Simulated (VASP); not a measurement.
A run of VASP 6.6.1 is set up as follows.

INCAR

```
  PREC = Accurate
  ENCUT = 600
  EDIFF = 1E-6
  ISMEAR = 0
  SIGMA = 0.02
  LREAL = False
  LASPH = True
  NELM = 80
  ALGO = Normal
  ISIF = 4
  LWAVE = False
  LCHARG = False
  GGA = PS
  IBRION = 2
  NSW = 50
  EDIFFG = -0.01
```

File KPOINTS:

```
Automatic mesh
0
Gamma
  6 8 4
```

The input POSCAR:

```
Al3GaN4
1.0
    5.0933459514      0.0000000000      0.0001161293
    0.0000000000      3.1610667437      0.0000000000
   -0.0032683011      0.0000000000      5.4716389209
Al Ga N
3 1 4
Direct
    0.5002300423      0.5000000000      0.1673295664
    0.0009207036      0.5000000000      0.8348055932
    0.0010880650      0.0000000000      0.3316926342
    0.4994217138      0.0000000000      0.6662009016
    0.1111724737      0.0000000000      0.6663292503
    0.1224543238      0.5000000000      0.1671578647
    0.6251234799      0.5000000000      0.8401923551
    0.6231881979      0.0000000000      0.3262928345
```

Potentials or basis: VASP PAW PBE potentials, release 64 (Al, Ga_d, N).

The run is started by

```bash
$ cat potpaw_PBE.64/Al/POTCAR potpaw_PBE.64/Ga_d/POTCAR potpaw_PBE.64/N/POTCAR > POTCAR
$ mpirun -np 1 vasp_std > vasp.out
```

Question: What does it give for the band gap on the k mesh?

Answer: 3.26 eV.

Final structure:
```
Al Ga N
1.0
     5.09667    0.00000    0.00004
     0.00000    3.16002    0.00000
    -0.00335    0.00000    5.46989
Al Ga N
3 1 4
Direct
  0.50017 0.50000 0.16727
  0.00067 0.50000 0.83475
  0.00093 0.00000 0.33177
  0.49944 0.00000 0.66632
  0.11148 0.00000 0.66637
  0.12252 0.50000 0.16708
  0.62515 0.50000 0.84010
  0.62324 0.00000 0.32635
```

 A k mesh can miss the band edges.
